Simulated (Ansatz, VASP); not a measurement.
One calculation of Hg, two programs

The input INCAR:

```
SYSTEM = Hg
PREC = Accurate ; ENCUT = 500
EDIFF = 1E-6 ; ISMEAR = 1
SIGMA = 0.13605693122994 ; LREAL = .FALSE.
LASPH = .TRUE. ; NELM = 120
ALGO = Normal ; ISIF = 2
LWAVE = .FALSE. ; LCHARG = .FALSE.
GGA = PS ; NBANDS = 12
GGA_COMPAT = .FALSE.
```

Contents of KPOINTS:

```
Automatic mesh
0
G
  6 6 6
  0 0 0
```

POSCAR

```
Hg
1.0
    2.2413981767     -2.0526551813      0.0000000000
    2.2413981767      2.0526551813      0.0000000000
   -0.3498937672      0.0000000000      3.0498997669
Hg
1
Direct
    0.5000000000      0.5000000000      0.5000000000
```

Input for Ansatz:

```yaml
crystal:
  lattice:
    - [2.2413981767, -2.0526551813, 0.0]
    - [2.2413981767, 2.0526551813, 0.0]
    - [-0.3498937672, 0.0, 3.0498997669]
  atoms:
    - { symbol: Hg, position: [0.5, 0.5, 0.5] }
basis:
  ecutwfc: 420
kpoints:
  mp_grid: { grid: [6, 6, 6] }
hamiltonian:
  xc: pbesol
scf:
  occupations: { method: methfessel_paxton, width: "0.01 Ry" }
  max_iter: 76
output:
  forces: true
  stress: true
  eigenvalues: true
```

Alike in both runs: task single point; functional PBEsol; k mesh 6 × 6 × 6; no spin polarisation.

|  | VASP | Ansatz |
| --- | --- | --- |
| version | VASP 6.6.1 | Ansatz 0.2.0 |
| potentials or method | VASP PAW PBE potentials, release 64 (Hg), cutoff 500 eV | scalar-relativistic, plane waves, PAW |
| occupations | methfessel-paxton of order 1, width 0.136057 eV | methfessel-paxton of order 1 |
| valence electrons in the cell | 12 | 20 |

```csv
,VASP,Ansatz,Ansatz less VASP
gap on the k mesh at the Fermi level (eV),none,none,-
pressure (GPa),-3.3,-3.5,-0.22
"traceless stress, the component that is largest in VASP (GPa)",0.60,0.57,-0.031
```

VASP's potentials were made for PBE, not for PBEsol. A gap of «none» marks a metal or a gap that the smearing closes. VASP's potentials hold 12 valence electrons a cell and Ansatz's 20, so a difference there can come from the potentials and not from the codes.

Spin-orbit coupling is off throughout.
